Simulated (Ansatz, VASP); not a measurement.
# One calculation of TiZn4N, two programs

```
Ti Zn N
1.0
     2.92223    0.00093   -0.00510
     0.00055    2.94745   -0.14525
    -0.02529   -0.98439   19.40461
Ti Zn N
2 8 2
Direct
  0.02551 0.46509 0.94591
  0.52771 0.03870 0.05383
  0.50917 0.94735 0.82833
  0.01556 0.55450 0.17155
  0.99519 0.42781 0.73976
  0.95621 0.49811 0.54683
  0.45903 0.00158 0.45335
  0.98039 0.53781 0.35629
  0.47221 0.95485 0.64413
  0.50423 0.07019 0.26014
  0.52640 0.96569 0.94655
  0.02839 0.53833 0.05333
```

Change from the starting cell: cell x1, atoms moved at random (sigma 0.1 Å) and cell strained at random (1.5 %), then relaxed without symmetry.

Alike in both runs: functional PBE; k mesh 8 × 8 × 1; occupations gaussian, width 0.2 eV; no spin polarisation.

Ansatz relaxed the structure, and its values are those at the end. VASP's run is a single point on that final structure, the one shown.

```csv
,VASP,Ansatz
version,VASP 6.6.1,Ansatz 0.2.0
potentials or method,"VASP PAW PBE potentials, release 64 (Ti_sv, Zn, N), cutoff 520 eV","scalar-relativistic, plane waves, PAW"
valence electrons in the cell,130,130
```

```csv
,VASP,Ansatz,Ansatz less VASP
gap on the k mesh at the Fermi level (eV),none,none,-
pressure (GPa),0.2,-0.1,-0.29
rms of the force components (eV/Å),0.008,0.006,-0.0017
```

A gap of «none» marks a metal or a gap that the smearing closes.
